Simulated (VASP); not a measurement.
A run of VASP 6.6.1:

The input POSCAR:

```
Mg24H49
1.0
    9.1236000000      0.0000000000      0.0000000000
    0.0000000000      9.1236000000      0.0000000000
    0.0000000000      0.0000000000      9.0615000000
H Mg
49 24
Direct
    0.2490864180     -0.0001233435      0.1619517859
    0.1010456658      0.8986185791      0.1648088156
    0.4036523750      0.0947201826      0.1643316212
    0.1505573488      0.1537588519      0.0050592242
    0.1526410592      0.1500993765      0.3345231072
    0.3461431481      0.8474080637      0.0025933923
    0.3458105793      0.8474697844      0.3313952229
    0.5986389004      0.9018627533      0.1683684009
    0.8984549264      0.1012449596      0.1699060410
    0.0967141560      0.9038901306      0.5001058778
    0.0956324383      0.9027422711      0.8355412777
    0.4017146006      0.0966264886      0.4998356326
    0.4035002747      0.1002523570      0.8319325039
    0.1536644641      0.6530237516     -0.0041022179
    0.1516308091      0.6522599196      0.3332459929
    0.3481646377      0.3429773729      0.0001020924
    0.3459644557      0.3442945810      0.3344905257
    0.0972807276      0.4043578456      0.1694216508
    0.4016646208      0.5944149729      0.1696843501
    0.6552197480      0.1515372302      0.0007744601
    0.6533870955      0.1537913421      0.3337840456
    0.8505336430      0.8436401892      0.0022972443
    0.8482840391      0.8469740141      0.3359234784
    0.5923125473      0.9050961912      0.5008521283
    0.5949660391      0.9034993896      0.8326621686
    0.9082172692      0.1014732643      0.5009726643
    0.9009733113      0.0961710869      0.8326158999
    0.1513219003      0.1505721709      0.6653623114
    0.3468445822      0.8463169300      0.6651247841
    0.5954137601      0.4081408594      0.1634151703
    0.9003109393      0.5983978620      0.1659524835
    0.0983790734      0.4043018962      0.5027867652
    0.0990983950      0.4003715595      0.8357813646
    0.3986810936      0.5971991751      0.4989004598
    0.4002246042      0.5987470023      0.8329288571
    0.6519980816      0.6491595081     -0.0045967046
    0.6597395861      0.6546782417      0.3372898336
    0.8465095525      0.3489761475      0.0015392954
    0.8487685931      0.3474580220      0.3328295557
    0.1481967934      0.6533502401      0.6683751775
    0.3466510191      0.3455297504      0.6675418455
    0.5967603217      0.4012484182      0.5025371088
    0.6003777175      0.4032133990      0.8323307855
    0.9036775609      0.5992682700      0.5013918710
    0.8993640551      0.5967090254      0.8341259876
    0.6516150128      0.1522252440      0.6699805516
    0.8493562611      0.8450669701      0.6681326997
    0.6541609533      0.6502233620      0.6664271582
    0.8433936977      0.3481744686      0.6659698909
    0.2496570780      0.2505624325      0.1644842961
    0.2492572626      0.7494822569      0.1652592761
   -0.0026033853     -0.0031154747     -0.0003387854
   -0.0005898044      0.0048914174      0.3279594569
    0.5002471097      0.0008120578      0.0030009024
    0.5011001298     -0.0018506153      0.3333333515
    0.2516118190      0.2485679989      0.5018594190
    0.2491636712      0.2501457517      0.8309082592
    0.2534733812      0.7441701752      0.4997981512
    0.2515237836      0.7455424031      0.8329151448
    0.0022356410     -0.0032497380      0.6685345989
    0.5010915431      0.0002773120      0.6635351563
    0.7454631675      0.2513375073      0.1676013870
    0.7524505387      0.7493988292      0.1705110935
   -0.0009809743      0.4972479565      0.0020706587
   -0.0010266699      0.4972495061      0.3336088333
    0.5016583413      0.5005292640      0.0010978881
    0.5090067356      0.5017999932      0.3367141396
    0.7513639800      0.2521061466      0.5016738296
    0.7475134410      0.2484492505      0.8306374647
    0.7539556242      0.7503954794      0.5012209111
    0.7522645207      0.7492787881      0.8307929052
   -0.0029593628      0.4984695274      0.6671962759
    0.4987878701      0.5006565979      0.6678864762
```

The input INCAR.step1:

```
SYSTEM = Mg24H49
  PREC = Accurate
  ENCUT = 520
  EDIFF = 1E-5
  ISMEAR = 0
  SIGMA = 0.01
  LREAL = Auto
  LASPH = .TRUE.
  NELM = 120
  ALGO = Normal
  ISIF = 2
  LWAVE = .TRUE.
  LCHARG = .FALSE.
  GGA = PE
  NELECT = 96.0
  ISYM = 0
  NBANDS = 90
  GGA_COMPAT = .FALSE.
```

The input INCAR.step2:

```
SYSTEM = Mg24H49
  PREC = Accurate
  ENCUT = 520
  EDIFF = 1E-6
  ISMEAR = 0
  SIGMA = 0.01
  LREAL = Auto
  LASPH = .TRUE.
  NELM = 120
  ALGO = Normal
  ISIF = 2
  LWAVE = .FALSE.
  LCHARG = .FALSE.
  GGA = PE
  LHFCALC = .TRUE.
  HFSCREEN = 0.2079
  PRECFOCK = Fast
  ISTART = 1
  NELECT = 96.0
  ISYM = 0
  NBANDS = 90
  GGA_COMPAT = .FALSE.
```

The input KPOINTS:

```
Automatic mesh
0
G
  1 1 1
  0 0 0
```

Potentials or basis: VASP PAW PBE potentials, release 64 (H, Mg).

Run with:

```bash
$ cat potpaw_PBE.64/H/POTCAR potpaw_PBE.64/Mg/POTCAR > POTCAR
$ cp INCAR.step1 INCAR
$ mpirun -np 1 vasp_gam > vasp.out
$ cp INCAR.step2 INCAR
$ mpirun -np 1 vasp_gam > vasp.out
```

Hardware: 1 thread of Intel Xeon 8259CL (shared host).

**Question.** Estimate the wall time of this run.

**Answer.** Run time: 10 min on 1 thread of Intel Xeon 8259CL, with other jobs on the host, peak memory 0.83 GiB. Counts: k points 1.
